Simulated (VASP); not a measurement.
Write the native input for VASP 6.6.1 that does the following.

* Task: single point
* Functional: PBE
* Dispersion: D3(BJ)
* Potentials or basis: VASP PAW PBE potentials, release 64 (C, H)
* Cutoff: 520 eV
* k mesh: 1 × 1 × 1
* Occupations: gaussian, width 0.005 eV
* Spin: no spin polarisation
* Dipole correction: no
* Further INCAR settings: ALGO = Normal; EDIFF = 1e-06; NBANDS = 21; ISYM = 0

The structure of C3H8 lies in POSCAR:

```
H8C3
1.0
   14.9902669162      0.0000000000      0.0000000000
    0.0000000000     14.5000000000      0.0000000000
    0.0000000000      0.0000000000     15.0000000000
C H
3 8
Direct
    0.5679135586      0.5399674475      0.4719217487
    0.5032607532      0.4601338798      0.4875735936
    0.4106985064      0.4926008948      0.5164425624
    0.6340758391      0.5154541641      0.4512143662
    0.5429689218      0.5865327654      0.4196909431
    0.5765817977      0.5811841097      0.5328579120
    0.5308574247      0.4135085646      0.5385417799
    0.4975249043      0.4187980938      0.4262521172
    0.3650909259      0.4344081983      0.5274123301
    0.4142055106      0.5322830848      0.5788284835
    0.3806059734      0.5375976068      0.4656557909
```

These files were run (other wordings do the same):

INCAR

```
SYSTEM = H8C3
PREC = Accurate ; ENCUT = 520
EDIFF = 1E-6 ; ISMEAR = 0
SIGMA = 0.005 ; LREAL = .False.
LASPH = .True. ; NELM = 100
ALGO = Normal ; ISIF = 2
LWAVE = .False. ; LCHARG = .False.
GGA = PE ; IVDW = 12
ISYM = 0 ; NBANDS = 21
```

KPOINTS

```
regular mesh
0
Gamma
  1 1 1
  0 0 0
```

Potentials or basis: VASP PAW PBE potentials, release 64 (C, H).

Launch:

```console
$ cat potpaw_PBE.64/C/POTCAR potpaw_PBE.64/H/POTCAR > POTCAR
$ mpirun -np 1 vasp_gam > vasp.out
```

Results of the run:

```
Largest force                   : 0.025 eV/Å
Gap between the frontier levels : 7.16 eV
Dispersion energy per atom      : -0.015 eV
```

Run time: 4.3 min on 1 thread of Intel(R) Xeon(R) Platinum 8375C CPU @ 2.90GHz (Ice Lake), with other jobs on the host, peak memory 1.8 GiB.
